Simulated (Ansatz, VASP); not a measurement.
**Sb in VASP and in Ansatz**

POSCAR

```
Sb
1.0
    3.1600000000      0.0000000000      0.0000000000
    0.0000000000      3.1600000000      0.0000000000
    0.0000000000      0.0000000000      3.3180000000
Sb
1
Direct
    0.0000000000      0.0000000000      0.0000000000
```

INCAR.step1

```
SYSTEM = Sb
ALGO     = Normal         ! electronic algorithm
EDIFF    = 1E-4           ! SCF threshold, eV
ENCUT    = 520            ! plane-wave cutoff, eV
GGA      = PE             ! functional
ISMEAR   = 0              ! smearing method
LASPH    = .True.         ! aspherical terms in the spheres
LCHARG   = .False.        ! write CHGCAR
LREAL    = .False.        ! projectors in reciprocal space
LWAVE    = .True.         ! write WAVECAR
NBANDS   = 8              ! bands
NELM     = 80             ! most SCF steps
PREC     = Accurate       ! precision mode
SIGMA    = 0.15           ! smearing width, eV
```

The input INCAR.step2:

```
SYSTEM = Sb
ALGO     = Normal         ! electronic algorithm
EDIFF    = 1E-7           ! SCF threshold, eV
ENCUT    = 520            ! plane-wave cutoff, eV
ISIF     = 2              ! what is computed and relaxed
ISMEAR   = 0              ! smearing method
ISTART   = 1            
LASPH    = .True.         ! aspherical terms in the spheres
LCHARG   = .False.        ! write CHGCAR
LMIXTAU  = .True.       
LREAL    = .False.        ! projectors in reciprocal space
LWAVE    = .False.        ! write WAVECAR
METAGGA  = R2SCAN         ! meta-GGA
NBANDS   = 8              ! bands
NELM     = 80             ! most SCF steps
PREC     = Accurate       ! precision mode
SIGMA    = 0.15           ! smearing width, eV
```

File KPOINTS:

```
k-points
0
Gamma
  16 16 16
  0 0 0
```

Input for Ansatz:

```yaml
crystal:
  lattice:
    - [3.16, 0.0, 0.0]
    - [0.0, 3.16, 0.0]
    - [0.0, 0.0, 3.318]
  atoms:
    - { symbol: Sb, position: [0.0, 0.0, 0.0] }
basis:
  ecutwfc: 500
kpoints:
  mp_grid: { grid: [16, 16, 16] }
hamiltonian:
  xc: r2scan
scf:
  occupations: { method: gaussian, width: 0.15 }
output:
  forces: true
  stress: true
  eigenvalues: true
```

Change from the starting cell: strain +0.000 along x and y, +0.050 along z, atoms carried along.

Alike in both runs: task single point; functional r2SCAN; k mesh 16 × 16 × 16; occupations gaussian, width 0.15 eV; no spin polarisation.

|  | VASP | Ansatz |
| --- | --- | --- |
| version | VASP 6.6.1 | Ansatz 0.2.0 |
| potentials or method | VASP PAW PBE potentials, release 64 (Sb), cutoff 520 eV | scalar-relativistic, plane waves, PAW |
| valence electrons in the cell | 5 | 15 |

```csv
,VASP,Ansatz,Ansatz less VASP
gap on the k mesh at the Fermi level (eV),none,none,-
pressure (GPa),-5.3,-5.3,+0.02
"traceless stress, the component that is largest in VASP (GPa)",-2.19,-2.19,+0.003
```

VASP's potentials were made for PBE, not for r2SCAN. A gap of «none» marks a metal or a gap that the smearing closes. VASP's potentials hold 5 valence electrons a cell and Ansatz's 15, so a difference there can come from the potentials and not from the codes.

Neither program's run includes spin-orbit coupling.
